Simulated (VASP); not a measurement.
# Ga (Fd-3m) in VASP: further runs

Ga is run at these levels: PBE; tasks: relaxation of cell and atoms.

Program: VASP 6.6.1. These are calculated values, not measurements. Logs are shortened: lines on timing, memory, paths and dates and some standing lists are left out, and cuts for length are marked.

### 1 The cell of the first run

The structure is cubic, space group Fd-3m (No. 227). The conventional cell has a = 5.390 Å, b = 5.390 Å, c = 5.390 Å, α = 90.00°, β = 90.00°, γ = 90.00°. Ga (site symmetry -43m) has 4 Ga at 2.33 Å within 3.1 Å.

This isn't the form of Ga at room conditions, which is orthorhombic.

### 2 Relaxation of cell and atoms, PBE, target pressure 20 GPa, at which the enthalpy is minimised

INCAR reads:

```
SYSTEM = Ga
ALGO = Normal ; EDIFF = 1E-7
EDIFFG = -0.02 ; ENCUT = 500
GGA = PE ; GGA_COMPAT = .FALSE.
IBRION = 2 ; ISIF = 3
ISMEAR = 1 ; LASPH = .TRUE.
LCHARG = .FALSE. ; LREAL = .FALSE.
LWAVE = .FALSE. ; NELM = 120
NELMIN = 4 ; NSW = 60
PREC = Accurate ; PSTRESS = 200.0
SIGMA = 0.05
```

KPOINTS reads:

```
k-points
0
G
  8 8 8
  0 0 0
```

POSCAR reads:

```
Ga
1.0
    0.0000000000      2.6950000000      2.6950000000
    2.6950000000      0.0000000000      2.6950000000
    2.6950000000      2.6950000000      0.0000000000
Ga
2
Direct
    1.0000000000      1.0000000000      1.0000000000
    0.2500000000      0.2500000000      0.2500000000
```

Potentials or basis: VASP PAW PBE potentials, release 64 (Ga_d).

Command:

```bash
$ cat potpaw_PBE.64/Ga_d/POTCAR > POTCAR
$ mpirun -np 1 vasp_std > vasp.out
```

OUTCAR:

```text
SYSTEM = Ga
   EDIFF = 1E-7
   EDIFFG = -0.02
   ENCUT = 500
   GGA = PE
   IBRION = 2
   ISIF = 3
   ISMEAR = 1
   LASPH = .TRUE.
   LREAL = .FALSE.
   NELM = 120
   NELMIN = 4
   NSW = 60
   PREC = Accurate
   PSTRESS = 200.0

 ion  position               nearest neighbor table
   1  0.000  0.000  0.000-   2 2.33   2 2.33   2 2.33   2 2.33
   2  0.250  0.250  0.250-   1 2.33   1 2.33   1 2.33   1 2.33

  LATTYP: Found a face centered cubic cell.
 ALAT       =     5.3900000000

  Lattice vectors:

 A1 = (   0.0000000000,   2.6950000000,   2.6950000000)
 A2 = (   2.6950000000,   0.0000000000,   2.6950000000)
 A3 = (   2.6950000000,   2.6950000000,   0.0000000000)

Analysis of symmetry for initial positions (statically):
=====================================================================
 Subroutine PRICEL returns:
 Original cell was already a primitive cell.

 Routine SETGRP: Setting up the symmetry group for a
 face centered cubic supercell.

 Subroutine GETGRP returns: Found 48 space group operations
 (whereof 24 operations were pure point group operations)
 out of a pool of 48 trial point group operations.

The static configuration has the point symmetry T_d .
 The point group associated with its full space group is O_h .

Analysis of symmetry for dynamics (positions and initial velocities):
=====================================================================
 Subroutine PRICEL returns:
 Original cell was already a primitive cell.

 Routine SETGRP: Setting up the symmetry group for a
 face centered cubic supercell.

 Subroutine GETGRP returns: Found 48 space group operations
 (whereof 24 operations were pure point group operations)
 out of a pool of 48 trial point group operations.

The dynamic configuration has the point symmetry T_d .
 The point group associated with its full space group is O_h .

 Subroutine INISYM returns: Found 48 space group operations
 (whereof 24 operations are pure point group operations),
 and found     1 'primitive' translations

----------------------------------------------------------------------------------------

                                     Primitive cell

  volume of cell :      39.1477

  direct lattice vectors                    reciprocal lattice vectors
     0.000000000  2.695000000  2.695000000    -0.185528757  0.185528757  0.185528757
     2.695000000  0.000000000  2.695000000     0.185528757 -0.185528757  0.185528757
     2.695000000  2.695000000  0.000000000     0.185528757  0.185528757 -0.185528757

  length of vectors
     3.811305551  3.811305551  3.811305551     0.321345233  0.321345233  0.321345233

  position of ions in fractional coordinates (direct lattice)
     0.000000000  0.000000000  0.000000000
     0.250000000  0.250000000  0.250000000

  ion indices of the primitive-cell ions
   primitive index   ion index
                 1           1
                 2           2

----------------------------------------------------------------------------------------

 KPOINTS: k-points

Automatic generation of k-mesh.
 Grid dimensions read from file:
 generate k-points for:    8    8    8

 Generating k-lattice:

  Cartesian coordinates                     Fractional coordinates (reciprocal lattice)
    -0.023191095  0.023191095  0.023191095     0.125000000  0.000000000  0.000000000
     0.023191095 -0.023191095  0.023191095     0.000000000  0.125000000  0.000000000
     0.023191095  0.023191095 -0.023191095     0.000000000  0.000000000  0.125000000

  Length of vectors
     0.040168154  0.040168154  0.040168154

  Shift w.r.t. Gamma in fractional coordinates (k-lattice)
     0.000000000  0.000000000  0.000000000

 Subroutine IBZKPT returns following result:
 ===========================================

 Found     29 irreducible k-points:

 Following reciprocal coordinates:
            Coordinates               Weight
  0.000000  0.000000  0.000000      1.000000
  0.125000  0.000000  0.000000      8.000000
  0.250000  0.000000  0.000000      8.000000
  0.375000  0.000000  0.000000      8.000000
  0.500000  0.000000  0.000000      4.000000
  0.125000  0.125000  0.000000      6.000000
[... 16 lines left out ...]
  0.500000  0.250000  0.125000     48.000000
 -0.375000  0.250000  0.125000     24.000000
 [... further k-points ...]
   k-points           NKPTS =     29   k-points in BZ     NKDIM =     29   number of bands    NBANDS=     17
   number of dos      NEDOS =    301   number of ions     NIONS =      2
   total plane-waves  NPLWV =  21952
   dimension x,y,z NGX =    28 NGY =   28 NGZ =   28
   dimension x,y,z NGXF=    56 NGYF=   56 NGZF=   56
   ions per type =               2
   NGX,Y,Z   is equivalent  to a cutoff of  12.21, 12.21, 12.21 a.u.
   NGXF,Y,Z  is equivalent  to a cutoff of  24.43, 24.43, 24.43 a.u.
 SYSTEM =  Ga
   PREC   = accura    normal or accurate (medium, high low for compatibility)
   ISTART =      0    job   : 0-new  1-cont  2-samecut
   ICHARG =      2    charge: 1-file 2-atom 10-const
   ISPIN  =      1    spin polarized calculation?
   LNONCOLLINEAR =      F non collinear calculations
   LSORBIT =      F    spin-orbit coupling
   LASPH  =      T    aspherical Exc in radial PAW
   ENCUT  =  500.0 eV  36.75 Ry    6.06 a.u.   6.95  6.95  6.95*2*pi/ulx,y,z
   NELM   =    120;   NELMIN=  4; NELMDL= -5     # of ELM steps
   EDIFF  = 0.1E-06   stopping-criterion for ELM
   LREAL  =      F    real-space projection
   EDIFFG = -.2E-01   stopping-criterion for IOM
   NSW    =     60    number of steps for IOM
   IBRION =      2    ionic relax: 0-MD 1-quasi-New 2-CG
   NFREE  =      1    steps in history (QN), initial steepest desc. (CG)
   ISIF   =      3    stress and relaxation
   ISYM   =      2    0-nonsym 1-usesym 2-fastsym
   POTIM  = 0.5000    time-step for ionic-motion
   TEBEG  =    0.0;   TEEND  =   0.0 temperature during run
   PSTRESS=  200.0 pullay stress
   NELECT =      26.0000    total number of electrons
   NUPDOWN=      -1.0000    fix difference up-down
   EMIN   =  10.00;   EMAX   =-10.00  energy-range for DOS
   EFERMI =   0.00;   METHOD = LEGACY
   ISMEAR =     1;   SIGMA  =   0.05  broadening in eV -4-tet -1-fermi 0-gaus
   EFERMI_NEDOS =   21; number of points for ismear=-14 and -15
   IALGO  =     38    algorithm
   IMIX   =      4    mixing-type and parameters
     AMIX     =   0.40;   BMIX     =  1.00
     AMIX_MAG =   1.60;   BMIX_MAG =  1.00
  volume/ion in A,a.u.               =      19.57       132.09
  Fermi-wavevector in a.u.,A,eV,Ry     =   1.428336  2.699164 27.757857  2.040145
  Thomas-Fermi vector in A             =   2.548409
   LORBIT       =      0    0 simple, 1 ext, 2 COOP (PROOUT), +10 PAW based schemes
   GGA     = PE    functional components
   LHFCALC =     F    Hartree Fock is set to
   AEXX    =    0.0000 exact exchange contribution
   IVDW    =     0    specifies the selected vdW correction
   LEPSILON=     F    determine dielectric tensor
   LRPA    =     F    only Hartree local field effects (RPA)
 conjugate gradient relaxation of ions
 non-spin polarized calculation
 Methfessel and Paxton  Order N= 1 SIGMA  =   0.05
  energy-cutoff  :      500.00
  volume of cell :       39.15
 maximum number of plane-waves:      1006
   NGX = 13   NGY = 13   NGZ = 13

--------------------------------------- Ionic step        1  -------------------------------------------

 number of electron      25.9999997 magnetization

 Free energy of the ion-electron system (eV)
  ---------------------------------------------------
  ext. energy  EPLUGINS =         0.00000000
  ---------------------------------------------------
  free energy    TOTEN  =        -4.74203633 eV

  energy without entropy =       -4.74219829  energy(sigma->0) =       -4.74209032

------------------------ aborting loop because EDIFF is reached ----------------------------------------

  FORCE on cell =-STRESS in cart. coord.  units (eV):
  Direction    XX          YY          ZZ          XY          YZ          ZX
  --------------------------------------------------------------------------------------
  -------------------------------------------------------------------------------------
  Total        4.4067437      4.4067437      4.4067437     -0.0000000     -0.0000000      0.0000000
  in kB      180.3524618    180.3524618    180.3524618     -0.0000000     -0.0000000      0.0000000
  external PRESSURE =     -19.6475382 kB  Pullay stress =     200.0000000 kB
[... 61 lines left out ...]
  enthalpy is  TOTEN    =         0.1450260364 eV   P V=        4.7190047430

--------------------------------------- Ionic step        3  -------------------------------------------

 number of electron      25.9999975 magnetization

 Free energy of the ion-electron system (eV)
  ---------------------------------------------------
  ext. energy  EPLUGINS =         0.00000000
  ---------------------------------------------------
  free energy    TOTEN  =        -4.66282309 eV

  energy without entropy =       -4.66304558  energy(sigma->0) =       -4.66289725

 E-fermi :   4.7441     XC(G=0): -10.6023

 val. band max:        4.6994734663   @ k =  -0.1250   0.1250   0.0000
 cond. band min:       4.7577954193   @ k =  -0.2500   0.1250   0.0000
 fundamental gap:      0.0583219530
 Fermi energy:         4.7441468981

 k-point     1 :       0.0000    0.0000    0.0000
  band No.  band energies     occupation
      1     -10.4824      2.00000
      2     -10.4824      2.00000
      3     -10.4824      2.00000
      4     -10.4211      2.00000
      5     -10.4211      2.00000
      6      -9.8761      2.00000
[... 9 lines left out ...]
     16      10.2624      0.00000
     17      10.2624      0.00000
[... 443 lines left out ...]
      1     -10.5918      2.00000
      2     -10.5600      2.00000
      3     -10.3851      2.00000
      4     -10.2576      2.00000
      5     -10.2045      2.00000
      6     -10.0874      2.00000
[... 9 lines left out ...]
     16      10.9086      0.00000
     17      14.4722      0.00000

 [... further k-points ...]

------------------------ aborting loop because EDIFF is reached ----------------------------------------

  FORCE on cell =-STRESS in cart. coord.  units (eV):
  Direction    XX          YY          ZZ          XY          YZ          ZX
  --------------------------------------------------------------------------------------
  -------------------------------------------------------------------------------------
  Total        4.8034618      4.8034618      4.8034618     -0.0000000      0.0000000     -0.0000000
  in kB      200.0014194    200.0014194    200.0014194     -0.0000000      0.0000000     -0.0000000
  external PRESSURE =       0.0014194 kB  Pullay stress =     200.0000000 kB
[... 17 lines left out ...]
  FREE ENERGIE OF THE ION-ELECTRON SYSTEM (eV)
  ---------------------------------------------------
  free  energy   TOTEN  =        -4.6628230876 eV

  energy  without entropy=       -4.6630455826  energy(sigma->0) =       -4.66289725

  enthalpy is  TOTEN    =         0.1406046208 eV   P V=        4.8034277085

 reached required accuracy - stopping structural energy minimisation
```

Run time: 74 s. Hardware: 1 thread of Intel Xeon Platinum 8175M at 2.50GHz (Skylake/Cascade Lake), shared host; peak memory 0.16 GiB.

Results:

```yaml
Free_energy: -4.6628 eV
Relaxed_volume: 19.24 Å³/atom
Relaxed_cell: a = 3.790 Å, b = 3.790 Å, c = 3.790 Å, α = 60.00°, β = 60.00°, γ = 60.00°
Space_group_after_relaxing_to_0.1_Å: Fd-3m (No. 227)
Energy_change_on_relaxing_the_run_minimises_the_enthalpy: +39.6 meV/atom
Ionic_steps: 3
Pressure_after_relaxing: 20.0 GPa
Band_gap_on_the_k_mesh: zero (bands 13 and 14 overlap by 5.73 eV)
```

The path:
```tsv
step	energy change (eV)	largest force (eV/Å)	pressure (GPa)	volume (Å³)
1	0.0000	0.0000	18.04	39.15
2	0.1681	0.0000	22.12	37.80
3	0.0792	0.0000	20.00	38.48
```

Final structure:
```cif
data_structure
_symmetry_space_group_name_H-M 'P 1'
_symmetry_Int_Tables_number 1
_cell_length_a 3.7895
_cell_length_b 3.7895
_cell_length_c 3.7895
_cell_angle_alpha 60.000
_cell_angle_beta 60.000
_cell_angle_gamma 60.000
_cell_volume 38.48
loop_
_atom_site_label
_atom_site_type_symbol
_atom_site_fract_x
_atom_site_fract_y
_atom_site_fract_z
_atom_site_occupancy
Ga1 Ga 0.00000 0.00000 0.00000 1
Ga2 Ga 0.25000 0.25000 0.25000 1
```

Caveat: the cell is relaxed towards a set pressure, so the run minimises the enthalpy, not the energy.

### 3 Relaxation of cell and atoms, PBE, target pressure 40 GPa, at which the enthalpy is minimised

INCAR reads:

```
SYSTEM = Ga
PREC = Accurate ; ENCUT = 500
EDIFF = 1E-7 ; ISMEAR = 1
SIGMA = 0.05 ; LREAL = .False.
LASPH = .True. ; NELM = 120
ALGO = Normal ; ISIF = 3
LWAVE = .False. ; LCHARG = .False.
GGA = PE ; IBRION = 2
NSW = 60 ; EDIFFG = -0.02
PSTRESS = 400.0 ; GGA_COMPAT = .False.
NELMIN = 4
```

KPOINTS reads:

```
regular mesh
0
Gamma
  8 8 8
  0 0 0
```

POSCAR is that of step 2.

Potentials or basis: VASP PAW PBE potentials, release 64 (Ga_d).

Command:

```bash
$ cat potpaw_PBE.64/Ga_d/POTCAR > POTCAR
$ mpirun -np 1 vasp_std > vasp.out
```

Run time: 2.1 min. Hardware: 1 thread of Intel Xeon Platinum 8175M at 2.50GHz (Skylake/Cascade Lake), shared host; peak memory 0.16 GiB.

It converged, with:

```yaml
Free_energy: -3.7801 eV
Relaxed_volume: 16.80 Å³/atom
Relaxed_cell: a = 3.622 Å, b = 3.622 Å, c = 3.622 Å, α = 60.00°, β = 60.00°, γ = 60.00°
Space_group_after_relaxing_to_0.1_Å: Fd-3m (No. 227)
Energy_change_on_relaxing_the_run_minimises_the_enthalpy: +481.0 meV/atom
Ionic_steps: 5
Pressure_after_relaxing: 40.1 GPa
Band_gap_on_the_k_mesh: zero (bands 13 and 14 overlap by 6.69 eV)
```

The path:
| step | energy change (eV) | largest force (eV/Å) | pressure (GPa) | volume (Å³) |
| --- | --- | --- | --- | --- |
| 1 | 0.0000 | 0.0000 | 18.04 | 39.15 |
| 2 | 4.4593 | 0.0000 | 119.16 | 25.83 |
| 3 | 0.8644 | 0.0000 | 37.92 | 33.99 |
| 4 | 0.9363 | 0.0000 | 39.52 | 33.70 |
| 5 | 0.9620 | 0.0000 | 40.10 | 33.59 |

Final structure:
```
CELL_PARAMETERS angstrom
0.00000 2.56100 2.56100
2.56100 0.00000 2.56100
2.56100 2.56100 0.00000
ATOMIC_POSITIONS crystal
Ga 0.00000 0.00000 0.00000
Ga 0.25000 0.25000 0.25000
```

Levels at points of the mesh, in eV from the Fermi level:
| k point | band 11 | band 12 | band 13 | band 14 | band 15 | band 16 |
| --- | --- | --- | --- | --- | --- | --- |
| (0.00, 0.00, 0.00) | -12.02 | 4.04 | 4.04 | 4.04 | 5.96 | 5.96 |
| (0.50, 0.00, 0.00) | -8.51 | -6.30 | 1.75 | 1.75 | 5.52 | 6.86 |
| (0.50, 0.50, 0.00) | -6.43 | -6.43 | -1.06 | -1.06 | 3.20 | 3.20 |

Caveat: the cell is relaxed towards a set pressure, so the run minimises the enthalpy, not the energy.

### 4 Relaxation of cell and atoms, PBE, target pressure 60 GPa, at which the enthalpy is minimised

INCAR reads:

```
ALGO     = Normal         # electronic algorithm
EDIFF    = 1E-7           # SCF threshold, eV
EDIFFG   = -0.02          # ionic threshold
ENCUT    = 500            # plane-wave cutoff, eV
GGA      = PE             # functional
GGA_COMPAT= False        
IBRION   = 2              # ionic algorithm
ISIF     = 3              # what is computed and relaxed
ISMEAR   = 1              # smearing method
LASPH    = True           # aspherical terms in the spheres
LCHARG   = False          # write CHGCAR
LREAL    = False          # projectors in reciprocal space
LWAVE    = False          # write WAVECAR
NELM     = 120            # most SCF steps
NELMIN   = 4            
NSW      = 60             # ionic steps
PREC     = Accurate       # precision mode
PSTRESS  = 600.0        
SIGMA    = 0.05           # smearing width, eV
```

KPOINTS reads:

```
k-points
0
Gamma
  8 8 8
```

POSCAR is that of step 3.

Command:

```bash
$ cat potpaw_PBE.64/Ga_d/POTCAR > POTCAR
$ mpirun -np 1 vasp_std > vasp.out
```

Wall time 2.2 min (1 thread of Intel Xeon Platinum 8175M at 2.50GHz (Skylake/Cascade Lake), shared host); peak memory 0.17 GiB.

The run converged. Its results:

| Property | Result |
| --- | --- |
| Free energy | -2.8819 eV |
| Relaxed volume | 15.34 Å³/atom |
| Relaxed cell | a = 3.514 Å, b = 3.514 Å, c = 3.514 Å, α = 60.00°, β = 60.00°, γ = 60.00° |
| Space group after relaxing (to 0.1 Å) | Fd-3m (No. 227) |
| Energy change on relaxing (the run minimises the enthalpy) | +930.1 meV/atom |
| Ionic steps | 5 |
| Pressure after relaxing | 60.1 GPa |
| Band gap on the k mesh | zero (bands 13 and 14 overlap by 7.42 eV) |

The path:
```
step  energy change (eV)  largest force (eV/Å)  pressure (GPa)  volume (Å³)
   1              0.0000                0.0000           18.04        39.15
   2             19.9039                0.0000          533.77        16.69
   3              1.2965                0.0000           47.65        32.37
   4              1.5872                0.0000           54.08        31.45
   5              1.8601                0.0000           60.09        30.69
```

Final structure:
```
Ga
1.0
     0.00000    2.48484    2.48484
     2.48484    0.00000    2.48484
     2.48484    2.48484    0.00000
Ga
2
Direct
  0.00000 0.00000 0.00000
  0.25000 0.25000 0.25000
```

Levels at points of the mesh, in eV from the Fermi level:
```
           k point  band 11  band 12  band 13  band 14  band 15  band 16
(0.00, 0.00, 0.00)   -12.72     4.47     4.47     4.47     6.31     6.31
(0.50, 0.00, 0.00)    -8.80    -6.76     1.94     1.94     6.30     7.18
(0.50, 0.50, 0.00)    -6.65    -6.65    -1.16    -1.16     3.36     3.36
```

Caveat: the cell is relaxed towards a set pressure, so the run minimises the enthalpy, not the energy; the volume moved by over 15 % at a fixed basis, so the end points are rough.

### 5 The runs side by side

```tsv
cell	gap on the mesh (eV)	pressure (GPa)
relaxed to 20 GPa	none	20.0
relaxed to 40 GPa	none	40.1
relaxed to 60 GPa	none	60.1
```

Alike in all rows: task relaxation of cell and atoms; level PBE; potentials or basis VASP PAW PBE potentials, release 64 (Ga_d); no spin polarisation; k mesh 8 × 8 × 8; cutoff (eV) 500; smearing methfessel-paxton 0.05 eV.

Caveats: the cell is relaxed towards a set pressure, so the run minimises the enthalpy, not the energy; the volume moved by over 15 % at a fixed basis, so the end points are rough (at least some runs).

Total energies depend on the potentials used, so only differences within one code and one set of settings carry meaning.
